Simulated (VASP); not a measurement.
# Si (Fmmm) in VASP: notebook, part 2 of 2

VASP 6.6.1.

**5. Single point, LDA**

INCAR reads:

```
SYSTEM = Si
  PREC = Accurate
  ENCUT = 520
  EDIFF = 1E-7
  ISMEAR = 0
  SIGMA = 0.1
  LREAL = .FALSE.
  LASPH = .TRUE.
  NELM = 80
  ALGO = Normal
  ISIF = 2
  LWAVE = .FALSE.
  LCHARG = .FALSE.
  NBANDS = 26
```

KPOINTS reads:

```
Automatic mesh
0
G
  8 8 8
  0 0 0
```

POSCAR reads:

```
Si
1.0
    4.5521371075     -2.4347064069      0.0000000000
    4.5521371075      2.4347064069      0.0000000000
    0.0000000000      0.0000000000      5.3276483616
Si
8
Direct
    0.5000003150      0.4999996850      0.7705063100
    0.4999996850      0.5000003150      0.2294936900
    0.9999996850      0.0000003150      0.2705063100
    0.0000003150      0.9999996850      0.7294936900
    0.7262158281      0.7262158281      0.5000000000
    0.2262158281      0.2262158281      0.0000000000
    0.2737841719      0.2737841719      0.5000000000
    0.7737841719      0.7737841719      0.0000000000
```

Potentials or basis: VASP PAW LDA potentials, release 64 (Si).

Launch:

```bash
$ cat potpaw_LDA.64/Si/POTCAR > POTCAR
$ mpirun -np 1 vasp_std > vasp.out
```

OUTCAR:

```text
SYSTEM = Si
   PREC = Accurate
   ENCUT = 520
   EDIFF = 1E-7
   ISMEAR = 0
   LREAL = .FALSE.
   LASPH = .TRUE.
   NELM = 80
   ISIF = 2

 ion  position               nearest neighbor table
   1  0.500  0.500  0.771-   4 2.44   4 2.44   2 2.45   5 2.51   7 2.51   6 2.78   8 2.78   2 2.88

   2  0.500  0.500  0.229-   3 2.44   3 2.44   1 2.45   5 2.51   7 2.51   6 2.78   8 2.78   1 2.88

   3  1.000  0.000  0.271-   2 2.44   2 2.44   4 2.45   6 2.51   8 2.51   7 2.78   5 2.78   4 2.88
[... 7 lines left out ...]
   7  0.274  0.274  0.500-   5 2.47   5 2.47   1 2.51   2 2.51   6 2.70   6 2.70   3 2.78   4 2.78

   8  0.774  0.774  0.000-   6 2.47   6 2.47   3 2.51   4 2.51   5 2.70   5 2.70   1 2.78   2 2.78

  LATTYP: Found a base centered orthorhombic cell.
 ALAT       =     4.8694128138
 B/A-ratio  =     1.8696862565
 C/A-ratio  =     1.0941048881

  Lattice vectors:

 A1 = (  -4.5521371075,  -2.4347064069,   0.0000000000)
 A2 = (   4.5521371075,  -2.4347064069,   0.0000000000)
 A3 = (   0.0000000000,   0.0000000000,   5.3276483616)

Analysis of symmetry for initial positions (statically):
=====================================================================
 Subroutine PRICEL returns following result:

  LATTYP: Found a face centered orthorhombic cell.
 ALAT       =     4.8694066783
 B/A-ratio  =     1.0941062666
 C/A-ratio  =     1.8696886123

  Lattice vectors:

 A1 = (  -4.5521371075,  -0.0000030677,   2.6638241808)
 A2 = (  -4.5521371075,  -2.4347064069,   0.0000000000)
 A3 = (   0.0000000000,  -2.4347033392,   2.6638241808)

   2 primitive cells build up your supercell.

 Routine SETGRP: Setting up the symmetry group for a
 base centered orthorhombic supercell.

 Subroutine GETGRP returns: Found  8 space group operations
 (whereof  8 operations were pure point group operations)
 out of a pool of  8 trial point group operations.
[... 153 lines left out ...]
  Fermi-wavevector in a.u.,A,eV,Ry     =   1.059373  2.001925 15.269433  1.122272
  Thomas-Fermi vector in A             =   2.194716
   LORBIT       =      0    0 simple, 1 ext, 2 COOP (PROOUT), +10 PAW based schemes
   GGA     = CA    functional components
   LHFCALC =     F    Hartree Fock is set to
   AEXX    =    0.0000 exact exchange contribution
   IVDW    =     0    specifies the selected vdW correction
   LEPSILON=     F    determine dielectric tensor
   LRPA    =     F    only Hartree local field effects (RPA)
 non-spin polarized calculation
 Gauss-broadening in eV      SIGMA  =   0.10
  energy-cutoff  :      520.00
  volume of cell :      118.09
 maximum number of plane-waves:      3202
 NGX is ok and might be reduce to    40
   NGX = 19   NGY = 19   NGZ = 19

 number of electron      31.9999999 magnetization

 Free energy of the ion-electron system (eV)
  ---------------------------------------------------
  ext. energy  EPLUGINS =         0.00000000
  ---------------------------------------------------
  free energy    TOTEN  =       -45.94563570 eV

  energy without entropy =      -45.93274919  energy(sigma->0) =      -45.93919245

 E-fermi :   9.5413     XC(G=0): -11.1182

 val. band max:        9.5180989177   @ k =   0.5000   0.3750   0.3750
 cond. band min:       9.5537369453   @ k =  -0.1250   0.1250   0.2500
 fundamental gap:      0.0356380276
 Fermi energy:         9.5412528762

 k-point     1 :       0.0000    0.0000    0.0000
  band No.  band energies     occupation
      1      -4.4563      2.00000
      2       0.5159      2.00000
      3       0.5233      2.00000
      4       1.9684      2.00000
      5       2.2605      2.00000
      6       2.4728      2.00000
[... 685 lines left out ...]
     25      15.3371      0.00000
     26      16.2073      0.00000

 [... further k-points ...]

------------------------ aborting loop because EDIFF is reached ----------------------------------------

  FORCE on cell =-STRESS in cart. coord.  units (eV):
  Direction    XX          YY          ZZ          XY          YZ          ZX
  --------------------------------------------------------------------------------------
  -------------------------------------------------------------------------------------
  Total        0.0530752      0.0765353      0.0564697      0.0000000      0.0000000      0.0000000
  in kB        0.7200696      1.0383525      0.7661229      0.0000000      0.0000000      0.0000000
  external PRESSURE =       0.8415150 kB  Pullay stress =       0.0000000 kB

 VOLUME and BASIS-vectors are now :
 -----------------------------------------------------------------------------
  energy-cutoff  :      520.00
  volume of cell :      118.09
      direct lattice vectors                 reciprocal lattice vectors
     4.552137108 -2.434706407  0.000000000     0.109838519 -0.205363570  0.000000000
     4.552137108  2.434706407  0.000000000     0.109838519  0.205363570  0.000000000
     0.000000000  0.000000000  5.327648362     0.000000000  0.000000000  0.187700076

 POSITION                                       TOTAL-FORCE (eV/Angst)
 -----------------------------------------------------------------------------------
      4.55214     -0.00000      4.10499         0.000000     -0.000000      0.002017
      4.55214      0.00000      1.22266         0.000000     -0.000000     -0.002017
      4.55214     -2.43470      1.44116         0.000000      0.000000      0.002017
      4.55214      2.43470      3.88649         0.000000      0.000000     -0.002017
      6.61167      0.00000      2.66382         0.000565      0.000000     -0.000000
      2.05953      0.00000      0.00000         0.000565      0.000000      0.000000
      2.49261      0.00000      2.66382        -0.000565      0.000000      0.000000
      7.04474      0.00000      0.00000        -0.000565      0.000000     -0.000000
 -----------------------------------------------------------------------------------
    total drift:                                0.000000      0.000000      0.000000

  FREE ENERGIE OF THE ION-ELECTRON SYSTEM (eV)
  ---------------------------------------------------
  free  energy   TOTEN  =       -45.9456357005 eV

  energy  without entropy=      -45.9327491908  energy(sigma->0) =      -45.93919245
```

It took 3.8 min on 1 thread of Intel Xeon Platinum 8559C (Emerald Rapids), shared host; peak memory 0.34 GiB.

Results:

```yaml
Free_energy: -45.9456 eV
Pressure: 0.1 GPa
Band_gap_on_the_k_mesh: zero (bands 16 and 17 overlap by 3.39 eV)
```

Forces on the atoms (eV/Å):
```
Si   0.000  0.000  0.002
Si   0.000  0.000 -0.002
Si   0.000  0.000  0.002
Si   0.000  0.000 -0.002
Si   0.001  0.000  0.000
Si   0.001  0.000  0.000
Si  -0.001  0.000  0.000
Si  -0.001  0.000  0.000
```

**6. The runs side by side**

| k mesh | smearing | gap on the mesh (eV) | pressure (GPa) | largest force (eV/Å) |
| --- | --- | --- | --- | --- |
| 8 × 8 × 8 | gaussian 0.1 eV | none | 0.1 | - |
| 10 × 10 × 8 | gaussian 0.15 eV | none | 0.0 | 0.01 |
| 8 × 8 × 6 | gaussian 0.15 eV | none | 0.1 | 0.06 |

Alike in all rows: task single point; level LDA; potentials or basis VASP PAW LDA potentials, release 64 (Si); no spin polarisation; cell as given; cutoff (eV) 520.

Absolute energies hang on the potentials; compare differences alone.

The gap in the log of VASP goes by the Fermi energy; the results here count the filled bands.